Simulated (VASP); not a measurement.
Wanted: the native input for a VASP 6.6.1 run.

```yaml
Task: single point
Functional: PBE
Potentials_or_basis: VASP PAW PBE potentials, release 64 (Sn_d, Se)
Cutoff: 520 eV
k_mesh: 4 × 4 × 6
Occupations: fermi-dirac, width 0.02 eV
Spin: no spin polarisation
Dipole_correction: no
Further_INCAR_settings: ALGO = Normal; EDIFF = 1e-06; NBANDS = 35
```

The structure of SnSe2 lies in POSCAR:

```
SnSe2
1.0
    6.5024438584      0.0000000000      0.0000000000
    0.0000000000      6.5024438584      0.0000000000
    0.0000000000      0.0000000000      3.9541948530
Sn Se
2 4
Direct
    0.0000000000      0.0000000000      0.0000000000
    0.5000000000      0.5000000000      0.5000000000
    0.3072983795      0.3072983795      0.0000000000
    0.1927016205      0.8072983795      0.5000000000
    0.8072983795      0.1927016205      0.5000000000
    0.6927016205      0.6927016205      0.0000000000
```

One way to write it, as run:

INCAR

```
PREC = Accurate ; ENCUT = 520
EDIFF = 1E-6 ; ISMEAR = -1
SIGMA = 0.02 ; LREAL = F
LASPH = T ; NELM = 60
ALGO = Normal ; ISIF = 2
LWAVE = F ; LCHARG = F
GGA = PE ; NBANDS = 35
```

KPOINTS

```
Automatic mesh
0
Gamma
  4 4 6
```

Potentials or basis: VASP PAW PBE potentials, release 64 (Sn_d, Se).

Run with:

```sh
$ cat potpaw_PBE.64/Sn_d/POTCAR potpaw_PBE.64/Se/POTCAR > POTCAR
$ mpirun -np 1 vasp_std > vasp.out
```

It gave:

The pressure is 2.2 GPa, the largest force is 0.170 eV/Å and the band gap on the k mesh is zero (band 26 reaches 3.86 eV, above the bottom of band 27 at 3.83 eV).

Caveat: spin-orbit coupling is left out, which moves the levels of the heavy elements.

Wall time 98 s on 1 thread of Intel(R) Xeon(R) Platinum 8259CL CPU @ 2.50GHz (Skylake/Cascade Lake), on a shared host, peak memory 0.32 GiB.
